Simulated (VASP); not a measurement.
Set up this calculation in VASP 6.6.1, as the native input.

```yaml
Task: single point
Functional: PBE
Potentials_or_basis: VASP PAW PBE potentials, release 64 (La, Al, Co, C)
Cutoff: 520 eV
k_mesh: 10 × 10 × 10
Occupations: gaussian, width 0.05 eV
Spin: no spin polarisation
Dipole_correction: no
Further_INCAR_settings: ALGO = Normal; EDIFF = 1e-06; NBANDS = 32
```

The structure of La2AlCo2C lies in POSCAR:

```
La2AlCo2C
1.0
   -2.0964994594      3.0489894569      4.5002684970
    2.0964994594     -3.0489894569      4.5002684970
    2.0964994594      3.0489894569     -4.5002684970
La Al Co C
2 1 2 1
Direct
    0.1920984917      0.6920984917      0.5000000000
    0.8079015083      0.3079015083      0.5000000000
    0.5000000000      0.5000000000      0.0000000000
    0.2901510773      0.0000000000      0.2901510773
    0.7098489227      0.0000000000      0.7098489227
    0.0000000000      0.0000000000      0.0000000000
```

The input as run:

INCAR

```
SYSTEM = La2AlCo2C
PREC = Accurate
ENCUT = 520
EDIFF = 1E-6
ISMEAR = 0
SIGMA = 0.05
LREAL = .FALSE.
LASPH = .TRUE.
NELM = 80
ALGO = Normal
ISIF = 2
LWAVE = .FALSE.
LCHARG = .FALSE.
GGA = PE
NBANDS = 32
```

KPOINTS

```
regular mesh
0
G
  10 10 10
  0 0 0
```

Potentials or basis: VASP PAW PBE potentials, release 64 (La, Al, Co, C).

Command:

```sh
$ cat potpaw_PBE.64/La/POTCAR potpaw_PBE.64/Al/POTCAR potpaw_PBE.64/Co/POTCAR potpaw_PBE.64/C/POTCAR > POTCAR
$ mpirun -np 1 vasp_std > vasp.out
```

Results of the run:

- Pressure: 0.0 GPa
- Largest force: 0.046 eV/Å
- Band gap on the k mesh: zero (an odd number of electrons rules out a gap without spin polarisation)

Caveat: spin-orbit coupling is left out, which moves the levels of the heavy elements; the run has no spin polarisation, though such a crystal can be magnetic.

Wall time 14 min on 1 thread of Intel(R) Xeon(R) 6975P-C (Granite Rapids), with other jobs on the host, peak memory 0.85 GiB.
